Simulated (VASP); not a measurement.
W: single point with PBE

W, a slab with vacuum:

```
W
1.0
     2.85459    0.00000    0.00000
     0.00000    4.03701    0.00000
     0.00000    0.00000   24.99108
W
8
Direct
  0.50000 0.50000 0.30011
  0.00000 0.00000 0.35722
  0.50000 0.50000 0.41433
  0.00000 0.00000 0.47144
  0.50000 0.50000 0.52856
  0.00000 0.00000 0.58567
  0.50000 0.50000 0.64278
  0.00000 0.00000 0.69989
```

- Program: VASP 6.6.1
- Task: single point
- Functional: PBE
- Potentials or basis: VASP PAW PBE potentials, release 64 (W_sv)
- Cutoff: 520 eV
- k mesh: 12 × 9 × 1
- Occupations: gaussian, width 0.1 eV
- Spin: no spin polarisation

* Largest force: 1.952 eV/Å
* Band gap on the k mesh: zero (bands 56 and 57 overlap by 0.88 eV)

Forces in eV/Å, atoms in the order of the input:
```
W    0.000  0.000  1.952
W    0.000  0.000 -1.702
W    0.000  0.000 -0.258
W    0.000  0.000  0.084
W    0.000  0.000 -0.084
W    0.000  0.000  0.258
W    0.000  0.000  1.702
W    0.000  0.000 -1.952
```

Levels at points of the mesh, in eV from the Fermi level:
| k point | band 54 | band 55 | band 56 | band 57 | band 58 | band 59 |
| --- | --- | --- | --- | --- | --- | --- |
| (0.00, 0.00, 0.00) | -0.43 | -0.41 | 0.02 | 0.27 | 0.36 | 0.81 |
| (0.50, 0.00, 0.00) | -0.12 | 0.61 | 0.61 | 1.79 | 1.79 | 1.94 |

It took 12 min on 1 thread of AMD EPYC 9R45 96-Core Processor (Zen 5), on a shared host, peak memory 0.61 GiB.

Caveat: spin-orbit coupling is left out, which moves the levels of the heavy elements.
